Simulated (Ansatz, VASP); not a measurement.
## Two plane-wave programs on Ca

Contents of INCAR:

```
SYSTEM = Ca
  ALGO = Fast
  EDIFF = 1E-6
  ENCUT = 520
  GGA = PS
  ISIF = 2
  ISMEAR = 0
  LASPH = .TRUE.
  LCHARG = .TRUE.
  LELF = .TRUE.
  LREAL = .FALSE.
  LVHAR = .TRUE.
  LWAVE = .FALSE.
  NBANDS = 11
  NELM = 60
  PREC = Accurate
  SIGMA = 0.15
```

File KPOINTS:

```
k-points
0
G
  16 16 16
  0 0 0
```

POSCAR

```
Ca
1.0
   -2.4498880000      2.0301120000      2.2400000000
    2.4498880000     -2.0301120000      2.2400000000
    2.4498880000      2.0301120000     -2.2400000000
Ca
1
Direct
    0.0000000000      0.0000000000      0.0000000000
```

Input for Ansatz:

```yaml
crystal:
  lattice:
    - [-2.449888, 2.030112, 2.24]
    - [2.449888, -2.030112, 2.24]
    - [2.449888, 2.030112, -2.24]
  atoms:
    - { symbol: Ca, position: [0.0, 0.0, 0.0] }
basis:
  ecutwfc: 420
kpoints:
  mp_grid: { grid: [16, 16, 16] }
hamiltonian:
  xc: pbesol
scf:
  occupations: { method: gaussian, width: 0.15 }
output:
  forces: true
  stress: true
  eigenvalues: true
```

Change from the starting cell: strain +0.0937 x Voigt [1, -1, 0, 0, 0, 0], atoms carried along.

Alike in both runs: task single point; functional PBEsol; k mesh 16 × 16 × 16; occupations gaussian, width 0.15 eV; no spin polarisation.

|  | VASP | Ansatz |
| --- | --- | --- |
| version | VASP 6.6.1 | Ansatz 0.2.0 |
| potentials or method | VASP PAW PBE potentials, release 64 (Ca_sv), cutoff 520 eV | scalar-relativistic, plane waves, PAW |
| valence electrons in the cell | 10 | 10 |

|  | VASP | Ansatz | Ansatz less VASP |
| --- | --- | --- | --- |
| gap on the k mesh at the Fermi level (eV) | none | none | - |
| pressure (GPa) | -1.4 | -1.4 | -0.02 |
| traceless stress, the component that is largest in VASP (GPa) | 0.49 | 0.49 | 0.000 |

VASP's potentials were made for PBE, not for PBEsol. A gap of «none» marks a metal or a gap that the smearing closes.
